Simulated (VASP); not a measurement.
Here is a VASP 6.6.1 calculation.

File INCAR:

```
  PREC = Accurate
  ENCUT = 600
  EDIFF = 1E-6
  ISMEAR = -1
  SIGMA = 0.05
  LREAL = F
  LASPH = T
  NELM = 60
  ALGO = Normal
  ISIF = 3
  LWAVE = F
  LCHARG = F
  GGA = RE
  IBRION = 2
  NSW = 60
  EDIFFG = -0.01
```

Contents of KPOINTS:

```
regular mesh
0
Gamma
  9 9 5
```

File POSCAR:

```
Zr
1.0
    3.2320000000      0.0000000000      0.0000000000
   -1.6160000000      2.7989941050      0.0000000000
    0.0000000000      0.0000000000      5.1470000000
Zr
2
Direct
    0.6666666667      0.3333333333      0.7500000000
    0.3333333333      0.6666666667      0.2500000000
```

Potentials or basis: VASP PAW PBE potentials, release 64 (Zr_sv).

Command:

```sh
$ cat potpaw_PBE.64/Zr_sv/POTCAR > POTCAR
$ mpirun -np 1 vasp_std > vasp.out
```

Question: Estimate the relaxed volume.

Answer: 23.80 Å³/atom.

Question: Estimate the band gap on the k mesh.

Answer: Zero (bands 12 and 13 overlap by 1.15 eV).

Question: Predict the relaxed cell.

Answer: a = 3.250 Å, b = 3.250 Å, c = 5.204 Å, α = 90.00°, β = 90.00°, γ = 120.00°.

Stress tensor (GPa, compression positive):
```
-0.06  0.00  0.00
 0.00 -0.06  0.00
 0.00  0.00  0.06
```

Caveat: the PAW data sets were made with another functional, which shifts forces and pressure a little. revPBE gives volumes clearly too large for solids.
